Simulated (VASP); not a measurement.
# GaN (Fm-3m) in VASP: a series of runs, part 2 of 3

VASP 6.6.1. Earlier steps stand in the parts before.

## Step 3: Electric field gradients, PBE (volume scaled by 0.99)

Contents of INCAR:

```
SYSTEM = GaN
PREC     = Accurate       ! precision mode
ENCUT    = 520            ! plane-wave cutoff, eV
EDIFF    = 1E-8           ! SCF threshold, eV
ISMEAR   = -1             ! smearing method
SIGMA    = 0.02           ! smearing width, eV
LREAL    = .FALSE.        ! projectors in reciprocal space
LASPH    = .TRUE.         ! aspherical terms in the spheres
NELM     = 120            ! most SCF steps
ALGO     = Normal         ! electronic algorithm
ISIF     = 2              ! what is computed and relaxed
LWAVE    = .FALSE.        ! write WAVECAR
LCHARG   = .FALSE.        ! write CHGCAR
GGA      = PE             ! functional
LEFG     = .TRUE.       
NBANDS   = 16             ! bands
GGA_COMPAT= .FALSE.
```

Contents of KPOINTS:

```
Automatic mesh
0
G
  13 13 13
  0 0 0
```

Contents of POSCAR:

```
GaN
1.0
    0.0000000000      1.9858360706      1.9858360706
    1.9858360706      0.0000000000      1.9858360706
    1.9858360706      1.9858360706      0.0000000000
Ga N
1 1
Direct
    0.5000000000      0.5000000000      0.5000000000
    0.0000000000      0.0000000000      0.0000000000
```

Potentials or basis: VASP PAW PBE potentials, release 64 (Ga_d, N).

Run with:

```
$ cat potpaw_PBE.64/Ga_d/POTCAR potpaw_PBE.64/N/POTCAR > POTCAR
$ mpirun -np 1 vasp_std > vasp.out
```

OUTCAR:

```text
SYSTEM = GaN
   PREC = Accurate
   ENCUT = 520
   EDIFF = 1E-8
   ISMEAR = -1
   LREAL = .FALSE.
   LASPH = .TRUE.
   NELM = 120
   ISIF = 2
   GGA = PE

 ion  position               nearest neighbor table
   1  0.500  0.500  0.500-   2 1.99   2 1.99   2 1.99   2 1.99   2 1.99   2 1.99
   2  0.000  0.000  0.000-   1 1.99   1 1.99   1 1.99   1 1.99   1 1.99   1 1.99

  LATTYP: Found a face centered cubic cell.
 ALAT       =     3.9716721412

  Lattice vectors:

 A1 = (   0.0000000000,   1.9858360706,   1.9858360706)
 A2 = (   1.9858360706,   0.0000000000,   1.9858360706)
 A3 = (   1.9858360706,   1.9858360706,   0.0000000000)

Analysis of symmetry for initial positions (statically):
=====================================================================
 Subroutine PRICEL returns:
 Original cell was already a primitive cell.

 Routine SETGRP: Setting up the symmetry group for a
 face centered cubic supercell.

 Subroutine GETGRP returns: Found 48 space group operations
 (whereof 48 operations were pure point group operations)
 out of a pool of 48 trial point group operations.

The static configuration has the point symmetry O_h .

Analysis of symmetry for dynamics (positions and initial velocities):
=====================================================================
 Subroutine PRICEL returns:
 Original cell was already a primitive cell.

 Routine SETGRP: Setting up the symmetry group for a
 face centered cubic supercell.

 Subroutine GETGRP returns: Found 48 space group operations
 (whereof 48 operations were pure point group operations)
 out of a pool of 48 trial point group operations.

The dynamic configuration has the point symmetry O_h .

 Subroutine INISYM returns: Found 48 space group operations
 (whereof 48 operations are pure point group operations),
 and found     1 'primitive' translations

----------------------------------------------------------------------------------------

                                     Primitive cell

  volume of cell :      15.6625

  direct lattice vectors                    reciprocal lattice vectors
     0.000000000  1.985836071  1.985836071    -0.251783119  0.251783119  0.251783119
     1.985836071  0.000000000  1.985836071     0.251783119 -0.251783119  0.251783119
     1.985836071  1.985836071  0.000000000     0.251783119  0.251783119 -0.251783119

  length of vectors
     2.808396304  2.808396304  2.808396304     0.436101155  0.436101155  0.436101155

  position of ions in fractional coordinates (direct lattice)
     0.500000000  0.500000000  0.500000000
     0.000000000  0.000000000  0.000000000

  ion indices of the primitive-cell ions
   primitive index   ion index
                 1           1
                 2           2

----------------------------------------------------------------------------------------

 KPOINTS: Automatic mesh

Automatic generation of k-mesh.
[... 72 lines left out ...]
   ISIF   =      2    stress and relaxation
   ISYM   =      2    0-nonsym 1-usesym 2-fastsym
   POTIM  = 0.5000    time-step for ionic-motion
   TEBEG  =    0.0;   TEEND  =   0.0 temperature during run
   PSTRESS=    0.0 pullay stress
   NELECT =      18.0000    total number of electrons
   NUPDOWN=      -1.0000    fix difference up-down
   EMIN   =  10.00;   EMAX   =-10.00  energy-range for DOS
   EFERMI =   0.00;   METHOD = LEGACY
   ISMEAR =    -1;   SIGMA  =   0.02  broadening in eV -4-tet -1-fermi 0-gaus
   EFERMI_NEDOS =   21; number of points for ismear=-14 and -15
   IALGO  =     38    algorithm
   IMIX   =      4    mixing-type and parameters
     AMIX     =   0.40;   BMIX     =  1.00
     AMIX_MAG =   1.60;   BMIX_MAG =  1.00
  volume/ion in A,a.u.               =       7.83        52.85
  Fermi-wavevector in a.u.,A,eV,Ry     =   1.714795  3.240493 40.008241  2.940523
  Thomas-Fermi vector in A             =   2.792287
   LORBIT       =      0    0 simple, 1 ext, 2 COOP (PROOUT), +10 PAW based schemes
   GGA     = PE    functional components
   LHFCALC =     F    Hartree Fock is set to
   AEXX    =    0.0000 exact exchange contribution
   IVDW    =     0    specifies the selected vdW correction
   LEPSILON=     F    determine dielectric tensor
   LRPA    =     F    only Hartree local field effects (RPA)
 non-spin polarized calculation
  energy-cutoff  :      520.00
  volume of cell :       15.66
 maximum number of plane-waves:       440
 NGX is ok and might be reduce to    24
   NGX = 11   NGY = 11   NGZ = 11

 number of electron      17.9999997 magnetization

 Free energy of the ion-electron system (eV)
  ---------------------------------------------------
  ext. energy  EPLUGINS =         0.00000000
  ---------------------------------------------------
  free energy    TOTEN  =       -10.46397294 eV

  energy without entropy =      -10.46397294  energy(sigma->0) =      -10.46397294

 E-fermi :  10.9668     XC(G=0): -14.1821

 val. band max:       10.4561462279   @ k =  -0.2308   0.1538   0.0000
 cond. band min:      12.4429938549   @ k =   0.4615   0.4615   0.0000
 fundamental gap:      1.9868476270
 Fermi energy:        10.9667712398

 k-point     1 :       0.0000    0.0000    0.0000
  band No.  band energies     occupation
      1      -8.9123      2.00000
      2      -3.5446      2.00000
      3      -3.5446      2.00000
      4      -3.5446      2.00000
      5      -3.3912      2.00000
      6      -3.3912      2.00000
[... 433 lines left out ...]
      3      -3.6921      2.00000
      4      -3.5763      2.00000
      5      -3.1560      2.00000
      6      -2.8661      2.00000
[... 8 lines left out ...]
     15      33.5202      0.00000
     16      36.9129      0.00000

 [... further k-points ...]

------------------------ aborting loop because EDIFF is reached ----------------------------------------

  FORCE on cell =-STRESS in cart. coord.  units (eV):
  Direction    XX          YY          ZZ          XY          YZ          ZX
  --------------------------------------------------------------------------------------
  -------------------------------------------------------------------------------------
  Total        7.3621899      7.3621899      7.3621899     -0.0000000      0.0000000     -0.0000000
  in kB      753.1082684    753.1082684    753.1082684     -0.0000000      0.0000000     -0.0000000
  external PRESSURE =     753.1082684 kB  Pullay stress =       0.0000000 kB

 VOLUME and BASIS-vectors are now :
 -----------------------------------------------------------------------------
  energy-cutoff  :      520.00
  volume of cell :       15.66
      direct lattice vectors                 reciprocal lattice vectors
     0.000000000  1.985836071  1.985836071    -0.251783119  0.251783119  0.251783119
     1.985836071  0.000000000  1.985836071     0.251783119 -0.251783119  0.251783119
     1.985836071  1.985836071  0.000000000     0.251783119  0.251783119 -0.251783119

 POSITION                                       TOTAL-FORCE (eV/Angst)
 -----------------------------------------------------------------------------------
      1.98584      1.98584      1.98584         0.000000     -0.000000      0.000000
      0.00000      0.00000      0.00000        -0.000000      0.000000     -0.000000
 -----------------------------------------------------------------------------------
    total drift:                                0.000000     -0.000000      0.000000

  FREE ENERGIE OF THE ION-ELECTRON SYSTEM (eV)
  ---------------------------------------------------
  free  energy   TOTEN  =       -10.4639729374 eV

  energy  without entropy=      -10.4639729374  energy(sigma->0) =      -10.46397294

 Electric field gradients (V/A^2)
---------------------------------------------------------------------
 ion       V_xx      V_yy      V_zz      V_xy      V_xz      V_yz
---------------------------------------------------------------------
   1       0.000    -0.000    -0.000    -0.002    -0.002    -0.002
   2      -0.000     0.000     0.000     0.000     0.000     0.000
---------------------------------------------------------------------

 Electric field gradients after diagonalization (V/A^2)
 (convention: |V_zz| > |V_xx| > |V_yy|)
----------------------------------------------------------------------
 ion       V_xx      V_yy      V_zz     asymmetry (V_yy - V_xx)/ V_zz
----------------------------------------------------------------------
   1       0.002     0.002    -0.004       0.000
   2      -0.000    -0.000     0.000       0.000
----------------------------------------------------------------------

           NMR quadrupolar parameters

 Cq : quadrupolar parameter    Cq=e*Q*V_zz/h
 eta: asymmetry parameters     (V_yy - V_xx)/ V_zz
 Q  : nuclear electric quadrupole moment in mb (millibarn)
----------------------------------------------------------------------
 ion       Cq(MHz)       eta       Q (mb)
----------------------------------------------------------------------
   1      -0.000       0.000       1.000
   2       0.000       0.000       1.000
----------------------------------------------------------------------
```

Wall time 44 s (1 thread of AMD EPYC 7R13, shared host); peak memory 0.12 GiB.

Results:

| Property | Result |
| --- | --- |
| Free energy | -10.4640 eV |
| Pressure | 75.3 GPa |
| Band gap on the k mesh | 1.99 eV, indirect (least direct gap 5.36 eV) |

Caveat: without QUAD_EFG the Cq values of the log hold for a quadrupole moment of 1 mb, not for the nuclei. A k mesh can miss the band edges.

[end of part 2 of 3]
